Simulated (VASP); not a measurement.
A run of VASP 6.6.1 is set up as follows.

The input POSCAR:

```
Be
1.0
    2.1652905581      0.0000000000      0.0000000000
   -1.0826452790      1.8751966299      0.0000000000
    0.0000000000      0.0000000000      3.4007871004
Be
2
Direct
    0.3333333333      0.6666666667      0.2500000000
    0.6666666667      0.3333333333      0.7500000000
```

The input INCAR.step1:

```
SYSTEM = Be
PREC = Accurate ; ENCUT = 600
ISMEAR = 0 ; SIGMA = 0.1
LREAL = .FALSE. ; LASPH = .TRUE.
NELM = 100 ; GGA = PE
ALGO = Normal ; EDIFF = 1E-4
LWAVE = .TRUE. ; LCHARG = .FALSE.
```

File INCAR.step2:

```
SYSTEM = Be
PREC = Accurate ; ENCUT = 600
EDIFF = 1E-7 ; ISMEAR = 0
SIGMA = 0.1 ; LREAL = .FALSE.
LASPH = .TRUE. ; NELM = 100
ALGO = Normal ; ISIF = 3
LWAVE = .FALSE. ; LCHARG = .FALSE.
METAGGA = R2SCAN ; LMIXTAU = .TRUE.
IBRION = 2 ; NSW = 80
EDIFFG = -0.05 ; PSTRESS = 212.0
ISTART = 1
```

File KPOINTS:

```
regular mesh
0
G
  12 12 6
  0 0 0
```

Potentials or basis: VASP PAW PBE potentials, release 64 (Be).

Launch:

```sh
$ cat potpaw_PBE.64/Be/POTCAR > POTCAR
$ cp INCAR.step1 INCAR
$ mpirun -np 1 vasp_std > vasp.out
$ cp INCAR.step2 INCAR
$ mpirun -np 1 vasp_std > vasp.out
```

Predict the band gap on the k mesh.

zero (bands 2 and 3 overlap by 2.16 eV).

Predict the space group after relaxing (to 0.1 Å).

P6_3/mmc (No. 194).

Estimate the relaxed volume.

6.91 Å³/atom.

Estimate the relaxed cell.

a = 2.160 Å, b = 2.160 Å, c = 3.423 Å, α = 90.00°, β = 90.00°, γ = 120.00°.

Stress tensor (GPa, compression positive):
```
21.22  0.00  0.00
 0.00 21.22  0.00
 0.00  0.00 20.70
```

Caveat: the cell is relaxed towards a set pressure, so the run minimises the enthalpy, not the energy; the PAW data sets were made with another functional, which shifts forces and pressure a little.
